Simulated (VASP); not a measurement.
Runs of VASP 6.6.1 on Co. The structure is that of space group P6_3/mmc (No. 194), or close to it. The cells are those of the table. 

```csv
cell,k mesh,cutoff (eV),gap on the mesh (eV),pressure (GPa),moment (μB)
"a = 2.492, b = 2.492, c = 8.093 Å, angles 90.0, 90.0, 120.0°, 4 atoms",24 × 24 × 8,520,none,(c),6.53
"a = 2.342, b = 2.342, c = 7.608 Å, angles 90.0, 90.0, 120.0°, 4 atoms",24 × 24 × 8,520,none,60.0,5.99
"a = 2.443, b = 2.443, c = 7.927 Å, angles 90.0, 90.0, 120.0°, 4 atoms",18 × 18 × 6,600,none,(b),6.33
"a = 2.504, b = 2.504, c = 8.132 Å, angles 90.0, 90.0, 120.0°, 4 atoms",18 × 18 × 6,600,none,-3.6,6.53
"a = 2.641, b = 2.641, c = 8.579 Å, angles 90.0, 90.0, 120.0°, 4 atoms",24 × 24 × 8,520,none,-24.2,(a)
```

Alike in all rows: task single point; level PBE; potentials or basis VASP PAW PBE potentials, release 64 (Co); spin collinear, ferromagnetic start; smearing gaussian 0.1 eV.

Estimate the missing entries.

(a) 7.03; (b) 13.9; (c) -0.5.

Caveats: the cell stands under pressure (at least some runs); the cell stands under tension (at least some runs).

A gap of «none» marks levels without a gap at the run's occupations.
